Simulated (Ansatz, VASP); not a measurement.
# One calculation of BP, two programs

```xyz
4
Lattice="1.6223 -4.5811 0.0000 1.6223 4.5811 0.0000 0.0000 0.0000 3.9498" Properties=species:S:1:pos:R:3 pbc="T T T"
B     1.6223   -0.7788    0.9874
B     1.6223    0.7788    2.9623
P     1.6223   -3.2984    0.9874
P     1.6223    3.2984    2.9623
```

Change from the starting cell: species swapped into the GdPd type (Cmcm, No. 63).

Alike in both runs: task relaxation of cell and atoms; functional PBE; k mesh 6 × 6 × 4; occupations gaussian, width 0.1 eV; no spin polarisation.

|  | VASP | Ansatz |
| --- | --- | --- |
| version | VASP 6.6.1 | Ansatz 0.2.0 |
| potentials or method | VASP PAW PBE potentials, release 64 (B, P), cutoff 600 eV | scalar-relativistic, plane waves, PAW |
| valence electrons in the cell | 16 | 16 |

|  | VASP | Ansatz | Ansatz less VASP |
| --- | --- | --- | --- |
| gap on the k mesh at the Fermi level, each at its own relaxed structure (eV) | none | none | - |
| relaxed volume (Å³/atom) | 13.40 | 12.23 | -1.171 |
| relaxed cell length with the largest relative difference (Å) | 6.511 | 5.564 | -0.9478 |

A gap of «none» marks a metal or a gap that the smearing closes. One of these differences is far larger than is usual between the two programs; its cause wasn't traced.

The k mesh is coarse, so the values compare programs but aren't converged.
